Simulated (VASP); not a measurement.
# LiNbO3 (R3c) in VASP: relaxation of the atoms with LDA

Aim: the relaxation of the atoms of LiNbO3 with LDA.

Program: VASP 6.6.1. These are calculated values, not measurements. Logs are shortened: lines on timing, memory, paths and dates and some standing lists are left out, and cuts for length are marked.

### Step 1. The cell of the first run

The structure is trigonal, space group R3c (No. 161). Conventional cell: a = 5.151 Å, b = 5.151 Å, c = 13.865 Å, α = 90.00°, β = 90.00°, γ = 120.00°. Within 2.7 Å of Li (site symmetry 3) lie 6 O at 2.07 to 2.24 Å. Nb (site symmetry 3) has 6 O at 1.88 to 2.12 Å within 2.5 Å. Within 2.5 Å of O (site symmetry 1) lie 2 Nb at 1.88 to 2.12 Å and 2 Li at 2.07 to 2.24 Å.

### Step 2. Relaxation of the atoms, LDA

Contents of INCAR:

```
SYSTEM = LiNbO3
PREC     = Accurate       ! precision mode
ENCUT    = 520            ! plane-wave cutoff, eV
EDIFF    = 1E-6           ! SCF threshold, eV
ISMEAR   = 0              ! smearing method
SIGMA    = 0.01           ! smearing width, eV
LREAL    = .False.        ! projectors in reciprocal space
LASPH    = .True.         ! aspherical terms in the spheres
NELM     = 60             ! most SCF steps
ALGO     = Normal         ! electronic algorithm
ISIF     = 2              ! what is computed and relaxed
LWAVE    = .False.        ! write WAVECAR
LCHARG   = .False.        ! write CHGCAR
GGA      = CA             ! functional
IBRION   = 2              ! ionic algorithm
NSW      = 80             ! ionic steps
EDIFFG   = -0.003         ! ionic threshold
```

Contents of KPOINTS:

```
regular mesh
0
Gamma
  5 5 5
  0 0 0
```

Contents of POSCAR:

```
LiNbO3
1.0
    2.5756485575      1.4870513880      4.6218000000
   -2.5756485575      1.4870513880      4.6218000000
    0.0000000000     -2.9741027760      4.6218000000
Li Nb O
2 2 6
Direct
    0.3021000000      0.3021000000      0.3021000000
    0.8021000000      0.8021000000      0.8021000000
    0.0192000000      0.0192000000      0.0192000000
    0.5192000000      0.5192000000      0.5192000000
    0.1311000000      0.3783000000      0.7405000000
    0.7405000000      0.1311000000      0.3783000000
    0.3783000000      0.7405000000      0.1311000000
    0.2405000000      0.8783000000      0.6311000000
    0.8783000000      0.6311000000      0.2405000000
    0.6311000000      0.2405000000      0.8783000000
```

Potentials or basis: VASP PAW LDA potentials, release 64 (Li_sv, Nb_sv, O).

Started as:

```bash
$ cat potpaw_LDA.64/Li_sv/POTCAR potpaw_LDA.64/Nb_sv/POTCAR potpaw_LDA.64/O/POTCAR > POTCAR
$ mpirun -np 1 vasp_std > vasp.out
```

OUTCAR:

```text
SYSTEM = LiNbO3
   PREC = Accurate
   ENCUT = 520
   EDIFF = 1E-6
   ISMEAR = 0
   LREAL = .False.
   LASPH = .True.
   NELM = 60
   ISIF = 2
   GGA = CA
   IBRION = 2
   NSW = 80
   EDIFFG = -0.003

 ion  position               nearest neighbor table
   1  0.302  0.302  0.302-   8 2.07  10 2.07   9 2.07   5 2.24   7 2.24   6 2.24
   2  0.802  0.802  0.802-   7 2.07   6 2.07   5 2.07   9 2.24   8 2.24  10 2.24
   3  0.019  0.019  0.019-   5 1.88   6 1.88   7 1.88   9 2.12   8 2.12  10 2.12
   4  0.519  0.519  0.519-   9 1.88  10 1.88   8 1.88   5 2.12   7 2.12   6 2.12
   5  0.131  0.378  0.740-   3 1.88   2 2.07   4 2.12   1 2.24
   6  0.740  0.131  0.378-   3 1.88   2 2.07   4 2.12   1 2.24
   7  0.378  0.740  0.131-   3 1.88   2 2.07   4 2.12   1 2.24
   8  0.240  0.878  0.631-   4 1.88   1 2.07   3 2.12   2 2.24
   9  0.878  0.631  0.240-   4 1.88   1 2.07   3 2.12   2 2.24
  10  0.631  0.240  0.878-   4 1.88   1 2.07   3 2.12   2 2.24

  LATTYP: Found a trigonal (rhomboedric) cell.
 ALAT       =     5.4960278895
 COS(alpha) =     0.5607564954

  Lattice vectors:

 A1 = (   2.5756485575,   1.4870513880,   4.6218000000)
 A2 = (  -2.5756485575,   1.4870513880,   4.6218000000)
 A3 = (   0.0000000000,  -2.9741027760,   4.6218000000)

Analysis of symmetry for initial positions (statically):
=====================================================================
 Subroutine PRICEL returns:
 Original cell was already a primitive cell.

 Routine SETGRP: Setting up the symmetry group for a
 trigonal (rhombohedral) supercell.

 Subroutine GETGRP returns: Found  6 space group operations
 (whereof  3 operations were pure point group operations)
 out of a pool of 12 trial point group operations.

The static configuration has the point symmetry C_3 .
 The point group associated with its full space group is C_3v.

Analysis of symmetry for dynamics (positions and initial velocities):
=====================================================================
 Subroutine PRICEL returns:
 Original cell was already a primitive cell.

 Routine SETGRP: Setting up the symmetry group for a
 trigonal (rhombohedral) supercell.

 Subroutine GETGRP returns: Found  6 space group operations
 (whereof  3 operations were pure point group operations)
 out of a pool of 12 trial point group operations.

The dynamic configuration has the point symmetry C_3 .
 The point group associated with its full space group is C_3v.

[... 109 lines left out ...]
   LREAL  =      F    real-space projection
   EDIFFG = -.3E-02   stopping-criterion for IOM
   NSW    =     80    number of steps for IOM
   IBRION =      2    ionic relax: 0-MD 1-quasi-New 2-CG
   NFREE  =      1    steps in history (QN), initial steepest desc. (CG)
   ISIF   =      2    stress and relaxation
   ISYM   =      2    0-nonsym 1-usesym 2-fastsym
   POTIM  = 0.5000    time-step for ionic-motion
   TEBEG  =    0.0;   TEEND  =   0.0 temperature during run
   PSTRESS=    0.0 pullay stress
   NELECT =      68.0000    total number of electrons
   NUPDOWN=      -1.0000    fix difference up-down
   EMIN   =  10.00;   EMAX   =-10.00  energy-range for DOS
   EFERMI =   0.00;   METHOD = LEGACY
   ISMEAR =     0;   SIGMA  =   0.01  broadening in eV -4-tet -1-fermi 0-gaus
   EFERMI_NEDOS =   21; number of points for ismear=-14 and -15
   IALGO  =     38    algorithm
   IMIX   =      4    mixing-type and parameters
     AMIX     =   0.40;   BMIX     =  1.00
     AMIX_MAG =   1.60;   BMIX_MAG =  1.00
  volume/ion in A,a.u.               =      10.62        71.68
  Fermi-wavevector in a.u.,A,eV,Ry     =   1.410976  2.666357 27.087184  1.990852
  Thomas-Fermi vector in A             =   2.532874
   LORBIT       =      0    0 simple, 1 ext, 2 COOP (PROOUT), +10 PAW based schemes
   GGA     = CA    functional components
   LHFCALC =     F    Hartree Fock is set to
   AEXX    =    0.0000 exact exchange contribution
   IVDW    =     0    specifies the selected vdW correction
   LEPSILON=     F    determine dielectric tensor
   LRPA    =     F    only Hartree local field effects (RPA)
 conjugate gradient relaxation of ions
 non-spin polarized calculation
 Gauss-broadening in eV      SIGMA  =   0.01
  energy-cutoff  :      520.00
  volume of cell :      106.21
 maximum number of plane-waves:      2894
 NGX is ok and might be reduce to    42
   NGX = 21   NGY = 21   NGZ = 21

--------------------------------------- Ionic step        1  -------------------------------------------

 number of electron      68.0000016 magnetization

 Free energy of the ion-electron system (eV)
  ---------------------------------------------------
  ext. energy  EPLUGINS =         0.00000000
  ---------------------------------------------------
  free energy    TOTEN  =       -87.52749596 eV

  energy without entropy =      -87.52749596  energy(sigma->0) =      -87.52749596

------------------------ aborting loop because EDIFF is reached ----------------------------------------

  FORCE on cell =-STRESS in cart. coord.  units (eV):
  Direction    XX          YY          ZZ          XY          YZ          ZX
  --------------------------------------------------------------------------------------
  -------------------------------------------------------------------------------------
  Total       -3.7613525     -3.7613525     -3.6684581      0.0000000     -0.0000000      0.0000000
  in kB      -56.7387329    -56.7387329    -55.3374525      0.0000000     -0.0000000      0.0000000
  external PRESSURE =     -56.2716395 kB  Pullay stress =       0.0000000 kB
[... 113 lines left out ...]
  FREE ENERGIE OF THE ION-ELECTRON SYSTEM (eV)
  ---------------------------------------------------
  free  energy   TOTEN  =       -87.5313386722 eV

  energy  without entropy=      -87.5313386722  energy(sigma->0) =      -87.53133867

[... ionic steps 4 to 9 ...]

--------------------------------------- Ionic step       10  -------------------------------------------

 number of electron      67.9999998 magnetization

------------------------ aborting loop because EDIFF is reached ----------------------------------------
[... 83 lines left out ...]
--------------------------------------- Ionic step       12  -------------------------------------------

 number of electron      67.9999999 magnetization

 Free energy of the ion-electron system (eV)
  ---------------------------------------------------
  ext. energy  EPLUGINS =         0.00000000
  ---------------------------------------------------
  free energy    TOTEN  =       -87.53361845 eV

  energy without entropy =      -87.53361845  energy(sigma->0) =      -87.53361845

 E-fermi :   3.3563     XC(G=0): -11.3284

 val. band max:        3.3113691563   @ k =   0.2000   0.2000   0.2000
 cond. band min:       6.6852539474   @ k =   0.0000   0.0000   0.0000
 fundamental gap:      3.3738847911
 Fermi energy:         3.3563330008

 k-point     1 :       0.0000    0.0000    0.0000
  band No.  band energies     occupation
      1     -50.5037      2.00000
      2     -50.4876      2.00000
      3     -38.2083      2.00000
      4     -38.2053      2.00000
      5     -26.9993      2.00000
      6     -26.9993      2.00000
[... 843 lines left out ...]
  FREE ENERGIE OF THE ION-ELECTRON SYSTEM (eV)
  ---------------------------------------------------
  free  energy   TOTEN  =       -87.5336184483 eV

  energy  without entropy=      -87.5336184483  energy(sigma->0) =      -87.53361845

 reached required accuracy - stopping structural energy minimisation
```

CONTCAR:

```text
LiNbO3
   1.00000000000000
     2.5756485575000001    1.4870513880000000    4.6218000000000004
    -2.5756485575000001    1.4870513880000000    4.6218000000000004
     0.0000000000000000   -2.9741027760000001    4.6218000000000004
  Li              Nb              O
     2     2     6
Direct
     0.3018498284542634    0.3018498284542634    0.3018498284542634
     0.8018498284542634    0.8018498284542634    0.8018498284542634
     0.0183365260838992    0.0183365260838992    0.0183365260838992
     0.5183365260838994    0.5183365260838994    0.5183365260838994
     0.1347121914279354    0.3761865413082464    0.7401149127256601
     0.7401149127256601    0.1347121914279354    0.3761865413082464
     0.3761865413082464    0.7401149127256601    0.1347121914279354
     0.2401149127256601    0.8761865413082464    0.6347121914279353
     0.8761865413082464    0.6347121914279353    0.2401149127256601
     0.6347121914279353    0.2401149127256601    0.8761865413082464

  0.00000000E+00  0.00000000E+00  0.00000000E+00
  0.00000000E+00  0.00000000E+00  0.00000000E+00
  0.00000000E+00  0.00000000E+00  0.00000000E+00
  0.00000000E+00  0.00000000E+00  0.00000000E+00
  0.00000000E+00  0.00000000E+00  0.00000000E+00
  0.00000000E+00  0.00000000E+00  0.00000000E+00
  0.00000000E+00  0.00000000E+00  0.00000000E+00
  0.00000000E+00  0.00000000E+00  0.00000000E+00
  0.00000000E+00  0.00000000E+00  0.00000000E+00
  0.00000000E+00  0.00000000E+00  0.00000000E+00
```

It took 8 min on 1 thread of Intel Xeon Platinum 8259CL at 2.50GHz (Skylake/Cascade Lake), shared host; peak memory 0.25 GiB.

What came out:

```yaml
Free_energy: -87.5336 eV
Energy_gained_by_relaxing: 0.6 meV/atom
Ionic_steps: 12
Band_gap_on_the_k_mesh: 3.37 eV
```

Forces in eV/Å, atoms in the order of the input:
```
Li   0.000  0.000 -0.002
Li   0.000  0.000 -0.002
Nb   0.000  0.000 -0.001
Nb   0.000  0.000 -0.001
O   -0.001 -0.001  0.001
O    0.002 -0.001  0.001
O    0.000  0.002  0.001
O    0.000  0.002  0.001
O    0.001 -0.001  0.001
O   -0.002 -0.001  0.001
```

The path:
| step | energy change (eV) | largest force (eV/Å) | pressure (GPa) |
| --- | --- | --- | --- |
| 1 | 0.0000 | 0.1448 | -5.63 |
| 2 | -0.0034 | 0.0734 | -5.88 |
| 3 | -0.0038 | 0.0863 | -5.98 |
| 4 | -0.0056 | 0.0362 | -5.55 |
| 5 | -0.0061 | 0.0115 | -5.22 |
| 6 | -0.0061 | 0.0123 | -5.19 |
| 7 | -0.0061 | 0.0132 | -5.18 |
| 8 | -0.0061 | 0.0083 | -5.19 |
| 9 | -0.0061 | 0.0090 | -5.19 |
| 10 | -0.0061 | 0.0036 | -5.16 |
| 11 | -0.0061 | 0.0033 | -5.16 |
| 12 | -0.0061 | 0.0021 | -5.19 |

Final structure:
```cif
data_structure
_symmetry_space_group_name_H-M 'P 1'
_symmetry_Int_Tables_number 1
_cell_length_a 5.4960
_cell_length_b 5.4960
_cell_length_c 5.4960
_cell_angle_alpha 55.892
_cell_angle_beta 55.892
_cell_angle_gamma 55.892
_cell_volume 106.21
loop_
_atom_site_label
_atom_site_type_symbol
_atom_site_fract_x
_atom_site_fract_y
_atom_site_fract_z
_atom_site_occupancy
Li1 Li 0.30185 0.30185 0.30185 1
Li2 Li 0.80185 0.80185 0.80185 1
Nb1 Nb 0.01834 0.01834 0.01834 1
Nb2 Nb 0.51834 0.51834 0.51834 1
O1 O 0.13471 0.37619 0.74011 1
O2 O 0.74011 0.13471 0.37619 1
O3 O 0.37619 0.74011 0.13471 1
O4 O 0.24011 0.87619 0.63471 1
O5 O 0.87619 0.63471 0.24011 1
O6 O 0.63471 0.24011 0.87619 1
```

Caveat: the cutoff is under 1.25 times the usual one of these potentials, so pressure, stress and relaxed cells hold a basis-set (Pulay) error.
